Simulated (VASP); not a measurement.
# Sr (Fm-3m) in VASP: notebook, part 3 of 4

VASP 6.6.1. The steps go on from the part before.

### 4 Single point, LDA

INCAR reads:

```
PREC = Accurate
ENCUT = 500
EDIFF = 1E-6
ISMEAR = 1
SIGMA = 0.03
LREAL = False
LASPH = True
NELM = 120
ALGO = Normal
ISIF = 2
LWAVE = False
LCHARG = True
GGA = CA
LELF = True
LVHAR = True
NBANDS = 11
GGA_COMPAT = False
```

KPOINTS reads:

```
Automatic mesh
0
Gamma
  9 9 9
```

POSCAR reads:

```
Sr
1.0
    0.0000000000      2.9028949114      2.9028949114
    2.9028949114      0.0000000000      2.9028949114
    2.9028949114      2.9028949114      0.0000000000
Sr
1
Direct
    0.0000000000      0.0000000000      0.0000000000
```

Potentials or basis: VASP PAW LDA potentials, release 64 (Sr_sv).

Started as:

```sh
$ cat potpaw_LDA.64/Sr_sv/POTCAR > POTCAR
$ mpirun -np 1 vasp_std > vasp.out
```

OUTCAR:

```text
PREC = Accurate
   ENCUT = 500
   EDIFF = 1E-6
   ISMEAR = 1
   LREAL = False
   LASPH = True
   NELM = 120
   ISIF = 2
   GGA = CA

 ion  position               nearest neighbor table
   1  0.000  0.000  0.000-

  LATTYP: Found a face centered cubic cell.
 ALAT       =     5.8057898228

  Lattice vectors:

 A1 = (   0.0000000000,   2.9028949114,   2.9028949114)
 A2 = (   2.9028949114,   0.0000000000,   2.9028949114)
 A3 = (   2.9028949114,   2.9028949114,   0.0000000000)

Analysis of symmetry for initial positions (statically):
=====================================================================
 Subroutine PRICEL returns:
 Original cell was already a primitive cell.

 Routine SETGRP: Setting up the symmetry group for a
 face centered cubic supercell.

 Subroutine GETGRP returns: Found 48 space group operations
 (whereof 48 operations were pure point group operations)
 out of a pool of 48 trial point group operations.

The static configuration has the point symmetry O_h .

Analysis of symmetry for dynamics (positions and initial velocities):
=====================================================================
 Subroutine PRICEL returns:
 Original cell was already a primitive cell.

 Routine SETGRP: Setting up the symmetry group for a
 face centered cubic supercell.

 Subroutine GETGRP returns: Found 48 space group operations
 (whereof 48 operations were pure point group operations)
 out of a pool of 48 trial point group operations.

The dynamic configuration has the point symmetry O_h .

 Subroutine INISYM returns: Found 48 space group operations
 (whereof 48 operations are pure point group operations),
 and found     1 'primitive' translations

----------------------------------------------------------------------------------------

                                     Primitive cell

  volume of cell :      48.9242

  direct lattice vectors                    reciprocal lattice vectors
     0.000000000  2.902894911  2.902894911    -0.172241853  0.172241853  0.172241853
     2.902894911  0.000000000  2.902894911     0.172241853 -0.172241853  0.172241853
     2.902894911  2.902894911  0.000000000     0.172241853  0.172241853 -0.172241853

  length of vectors
     4.105313354  4.105313354  4.105313354     0.298331641  0.298331641  0.298331641

  position of ions in fractional coordinates (direct lattice)
     0.000000000  0.000000000  0.000000000

  ion indices of the primitive-cell ions
   primitive index   ion index
                 1           1

----------------------------------------------------------------------------------------

 KPOINTS: Automatic mesh

Automatic generation of k-mesh.
 Grid dimensions read from file:
 generate k-points for:    9    9    9

 Generating k-lattice:

  Cartesian coordinates                     Fractional coordinates (reciprocal lattice)
    -0.019137984  0.019137984  0.019137984     0.111111111  0.000000000  0.000000000
     0.019137984 -0.019137984  0.019137984     0.000000000  0.111111111  0.000000000
     0.019137984  0.019137984 -0.019137984     0.000000000  0.000000000  0.111111111

  Length of vectors
     0.033147960  0.033147960  0.033147960

  Shift w.r.t. Gamma in fractional coordinates (k-lattice)
     0.000000000  0.000000000  0.000000000

 Subroutine IBZKPT returns following result:
 ===========================================

 Found     35 irreducible k-points:

 Following reciprocal coordinates:
            Coordinates               Weight
  0.000000  0.000000  0.000000      1.000000
  0.111111  0.000000  0.000000      8.000000
  0.222222  0.000000  0.000000      8.000000
  0.333333  0.000000  0.000000      8.000000
  0.444444  0.000000  0.000000      8.000000
  0.111111  0.111111  0.000000      6.000000
[... 16 lines left out ...]
 -0.333333  0.333333  0.000000     12.000000
  0.444444  0.444444  0.000000      6.000000
 [... further k-points ...]
   k-points           NKPTS =     35   k-points in BZ     NKDIM =     35   number of bands    NBANDS=     11
   number of dos      NEDOS =    301   number of ions     NIONS =      1
   total plane-waves  NPLWV =  27000
   dimension x,y,z NGX =    30 NGY =   30 NGZ =   30
   dimension x,y,z NGXF=    60 NGYF=   60 NGZF=   60
   ions per type =               1
   NGX,Y,Z   is equivalent  to a cutoff of  12.15, 12.15, 12.15 a.u.
   NGXF,Y,Z  is equivalent  to a cutoff of  24.30, 24.30, 24.30 a.u.
 SYSTEM =  unknown system
   PREC   = accura    normal or accurate (medium, high low for compatibility)
   ISTART =      0    job   : 0-new  1-cont  2-samecut
   ICHARG =      2    charge: 1-file 2-atom 10-const
   ISPIN  =      1    spin polarized calculation?
   LNONCOLLINEAR =      F non collinear calculations
   LSORBIT =      F    spin-orbit coupling
   LASPH  =      T    aspherical Exc in radial PAW
   ENCUT  =  500.0 eV  36.75 Ry    6.06 a.u.   7.48  7.48  7.48*2*pi/ulx,y,z
   NELM   =    120;   NELMIN=  2; NELMDL= -5     # of ELM steps
   EDIFF  = 0.1E-05   stopping-criterion for ELM
   LREAL  =      F    real-space projection
   EDIFFG = 0.1E-04   stopping-criterion for IOM
   NSW    =      0    number of steps for IOM
   IBRION =     -1    ionic relax: 0-MD 1-quasi-New 2-CG
   NFREE  =      0    steps in history (QN), initial steepest desc. (CG)
   ISIF   =      2    stress and relaxation
   ISYM   =      2    0-nonsym 1-usesym 2-fastsym
   POTIM  = 0.5000    time-step for ionic-motion
   TEBEG  =    0.0;   TEEND  =   0.0 temperature during run
   PSTRESS=    0.0 pullay stress
   NELECT =      10.0000    total number of electrons
   NUPDOWN=      -1.0000    fix difference up-down
   EMIN   =  10.00;   EMAX   =-10.00  energy-range for DOS
   EFERMI =   0.00;   METHOD = LEGACY
   ISMEAR =     1;   SIGMA  =   0.03  broadening in eV -4-tet -1-fermi 0-gaus
   EFERMI_NEDOS =   21; number of points for ismear=-14 and -15
   IALGO  =     38    algorithm
   IMIX   =      4    mixing-type and parameters
     AMIX     =   0.40;   BMIX     =  1.00
     AMIX_MAG =   1.60;   BMIX_MAG =  1.00
  volume/ion in A,a.u.               =      48.92       330.16
  Fermi-wavevector in a.u.,A,eV,Ry     =   0.964347  1.822352 12.652955  0.929966
  Thomas-Fermi vector in A             =   2.093971
   LORBIT       =      0    0 simple, 1 ext, 2 COOP (PROOUT), +10 PAW based schemes
   GGA     = CA    functional components
   LHFCALC =     F    Hartree Fock is set to
   AEXX    =    0.0000 exact exchange contribution
   IVDW    =     0    specifies the selected vdW correction
   LEPSILON=     F    determine dielectric tensor
   LRPA    =     F    only Hartree local field effects (RPA)
 non-spin polarized calculation
 Methfessel and Paxton  Order N= 1 SIGMA  =   0.03
  energy-cutoff  :      500.00
  volume of cell :       48.92
 maximum number of plane-waves:      1261
 NGX is ok and might be reduce to    30
   NGX = 15   NGY = 15   NGZ = 15

 number of electron      10.0000000 magnetization

 Free energy of the ion-electron system (eV)
  ---------------------------------------------------
  ext. energy  EPLUGINS =         0.00000000
  ---------------------------------------------------
  free energy    TOTEN  =        -1.89487096 eV

  energy without entropy =       -1.89505719  energy(sigma->0) =       -1.89493304

 E-fermi :   1.9260     XC(G=0):  -7.9322

 val. band max:        1.7655614822   @ k =  -0.3333   0.3333   0.1111
 cond. band min:       1.9463513803   @ k =  -0.4444   0.2222   0.0000
 fundamental gap:      0.1807898981
 Fermi energy:         1.9259811771

 k-point     1 :       0.0000    0.0000    0.0000
  band No.  band energies     occupation
      1     -34.4034      2.00000
      2     -16.3583      2.00000
      3     -16.3583      2.00000
      4     -16.3583      2.00000
      5      -2.0018      2.00000
      6       4.1989      0.00000
      7       4.1989      0.00000
      8       4.1989      0.00000
      9       5.8525      0.00000
     10       5.8525      0.00000
     11       9.3665      0.00000
[... 309 lines left out ...]
 k-point    24 :       0.4444    0.4444    0.0000
  band No.  band energies     occupation
      1     -34.3712      2.00000
      2     -16.6352      2.00000
      3     -16.4643      2.00000
      4     -16.4643      2.00000
      5       0.9455      2.00000
      6       2.0565     -0.00000
      7       3.1844      0.00000
      8       6.8264      0.00000
      9       6.8264      0.00000
     10       7.0143      0.00000
     11       8.3760      0.00000

 [... further k-points ...]

------------------------ aborting loop because EDIFF is reached ----------------------------------------

  FORCE on cell =-STRESS in cart. coord.  units (eV):
  Direction    XX          YY          ZZ          XY          YZ          ZX
  --------------------------------------------------------------------------------------
  -------------------------------------------------------------------------------------
  Total       -0.0124072     -0.0124072     -0.0124072      0.0000000      0.0000000      0.0000000
  in kB       -0.4063114     -0.4063114     -0.4063114      0.0000000      0.0000000      0.0000000
  external PRESSURE =      -0.4063114 kB  Pullay stress =       0.0000000 kB

 VOLUME and BASIS-vectors are now :
 -----------------------------------------------------------------------------
  energy-cutoff  :      500.00
  volume of cell :       48.92
      direct lattice vectors                 reciprocal lattice vectors
     0.000000000  2.902894911  2.902894911    -0.172241853  0.172241853  0.172241853
     2.902894911  0.000000000  2.902894911     0.172241853 -0.172241853  0.172241853
     2.902894911  2.902894911  0.000000000     0.172241853  0.172241853 -0.172241853

 POSITION                                       TOTAL-FORCE (eV/Angst)
 -----------------------------------------------------------------------------------
      0.00000      0.00000      0.00000         0.000000     -0.000000     -0.000000
 -----------------------------------------------------------------------------------
    total drift:                               -0.000000     -0.000000      0.000000

  FREE ENERGIE OF THE ION-ELECTRON SYSTEM (eV)
  ---------------------------------------------------
  free  energy   TOTEN  =        -1.8948709611 eV

  energy  without entropy=       -1.8950571918  energy(sigma->0) =       -1.89493304
```

OSZICAR:

```text
N       E                     dE             d eps       ncg     rms          rms(c)
DAV:   1     0.345569532545E+02    0.34557E+02   -0.49019E+03   778   0.785E+02
DAV:   2    -0.443623869289E+00   -0.35001E+02   -0.34501E+02   905   0.154E+02
DAV:   3    -0.183676060838E+01   -0.13931E+01   -0.13829E+01  1143   0.233E+01
DAV:   4    -0.190145316598E+01   -0.64693E-01   -0.64376E-01   983   0.406E+00
DAV:   5    -0.190234314513E+01   -0.88998E-03   -0.92636E-03  1099   0.409E-01    0.122E+01
DAV:   6    -0.189780500553E+01    0.45381E-02   -0.55761E-03   922   0.885E-01    0.691E+00
DAV:   7    -0.189490243789E+01    0.29026E-02   -0.10347E-02  1068   0.112E+00    0.248E-01
DAV:   8    -0.189485243312E+01    0.50005E-04   -0.66628E-04  1097   0.149E-01    0.574E-02
DAV:   9    -0.189486930888E+01   -0.16876E-04   -0.46381E-05  1099   0.401E-02    0.212E-02
DAV:  10    -0.189487071076E+01   -0.14019E-05   -0.44381E-06  1042   0.173E-02    0.108E-02
DAV:  11    -0.189487096114E+01   -0.25038E-06   -0.16668E-07   475   0.395E-03
   1 F= -.18948710E+01 E0= -.18949330E+01  d E =0.186231E-03
```

stdout:

```text
POSCAR found type information on POSCAR Sr
 POSCAR found :  1 types and       1 ions
 scaLAPACK will be used
 LDA part: xc-table for (Slater(with rela. corr.)+CA(PZ))
 , standard interpolation
 POSCAR, INCAR and KPOINTS ok, starting setup
 FFT: planning ... GRIDC
 FFT: planning ... GRID_SOFT
 FFT: planning ... GRID
 WAVECAR not read
 entering main loop
```

Wall time 27 s (1 thread of Intel Xeon 8259CL, shared host); peak memory 0.15 GiB.

What came out:

```yaml
Free_energy: -1.8949 eV
Pressure: 0.0 GPa
Band_gap_on_the_k_mesh: 0.18 eV, indirect (least direct gap 0.19 eV)
```

A k mesh can miss the band edges.

[end of part 3 of 4]
